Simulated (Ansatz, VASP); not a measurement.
**Zn in VASP and in Ansatz**

INCAR

```
SYSTEM = Zn
ALGO = Normal
EDIFF = 1E-6
ENCUT = 500
GGA = PS
GGA_COMPAT = .False.
ISIF = 2
ISMEAR = 0
LASPH = .True.
LCHARG = .False.
LREAL = .False.
LWAVE = .False.
NBANDS = 12
NELM = 120
PREC = Accurate
SIGMA = 0.1
```

File KPOINTS:

```
k-points
0
Gamma
  8 8 8
  0 0 0
```

The input POSCAR:

```
Zn
1.0
    0.0000000000      1.9800838705      1.9800838705
    1.9800838705      0.0000000000      1.9800838705
    1.9800838705      1.9800838705      0.0000000000
Zn
1
Direct
    0.0000000000      0.0000000000      0.0000000000
```

Input for Ansatz:

```yaml
crystal:
  lattice:
    - [0.0, 1.9800838705, 1.9800838705]
    - [1.9800838705, 0.0, 1.9800838705]
    - [1.9800838705, 1.9800838705, 0.0]
  atoms:
    - { symbol: Zn, position: [0.0, 0.0, 0.0] }
basis:
  ecutwfc: 420
kpoints:
  mp_grid: { grid: [8, 8, 8] }
hamiltonian:
  xc: pbesol
scf:
  occupations: { method: gaussian, width: 0.1 }
output:
  forces: true
  stress: true
  eigenvalues: true
```

Alike in both runs: task single point; functional PBEsol; k mesh 8 × 8 × 8; occupations gaussian, width 0.1 eV; no spin polarisation.

|  | VASP | Ansatz |
| --- | --- | --- |
| version | VASP 6.6.1 | Ansatz 0.2.0 |
| potentials or method | VASP PAW PBE potentials, release 64 (Zn), cutoff 500 eV | scalar-relativistic, plane waves, PAW |
| valence electrons in the cell | 12 | 12 |

VASP gave:

```
gap on the k mesh at the Fermi level (eV) : none
pressure (GPa)                            : -5.8
```

**Question.** What did Ansatz give for the same quantities?

**Answer.** gap on the k mesh at the Fermi level (eV): none; pressure (GPa): -6.1.

VASP's potentials were made for PBE, not for PBEsol. A gap of «none» marks a metal or a gap that the smearing closes.
